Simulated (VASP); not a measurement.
The system is KTaO3.

```xyz
5
Lattice="4.1497 0.0000 0.0000 0.0000 4.1497 0.0000 0.0000 0.0000 4.1497" Properties=species:S:1:pos:R:3 pbc="T T T"
K     0.0000    0.0000    0.0000
Ta    2.0749    2.0749    2.0749
O     2.0749    2.0749    0.0000
O     2.0749    0.0000    2.0749
O     0.0000    2.0749    2.0749
```

This cell differs from its parent crystal: strain +4.0%.

Base run:

| Item | Value |
| --- | --- |
| Program | VASP 6.6.1 |
| Functional | r2SCAN |
| Potentials or basis | VASP PAW PBE potentials, release 64 (K_sv, Ta_sv_GW, O) |
| Cutoff | 660 eV |
| k mesh | 6 × 6 × 6 |
| Occupations | gaussian, width 0.01 eV |
| Spin | no spin polarisation |

Its results: band gap on the k mesh 2.29 eV, indirect (least direct gap 2.96 eV); pressure -19.2 GPa.

Task: The run is repeated on the same cell with these changes: potentials or basis from VASP PAW PBE potentials, release 64 (K_sv, Ta_sv_GW, O) to VASP PAW PBE potentials, release 64 (K_sv, Ta_pv, O); cutoff from 660 eV to 520 eV; further incar settings from ALGO = Normal; EDIFF = 1e-06; NBANDS = 28 to ALGO = Normal; EDIFF = 1e-07; NBANDS = 27; valence electrons from 40 to 38. What comes out?

Result: Band gap on the k mesh 2.28 eV, indirect (least direct gap 2.94 eV); pressure -18.4 GPa.

Caveats: the PAW data sets were made with another functional, which shifts forces and pressure a little; spin-orbit coupling is left out, which moves the levels of the heavy elements.

A k mesh can miss the band edges.
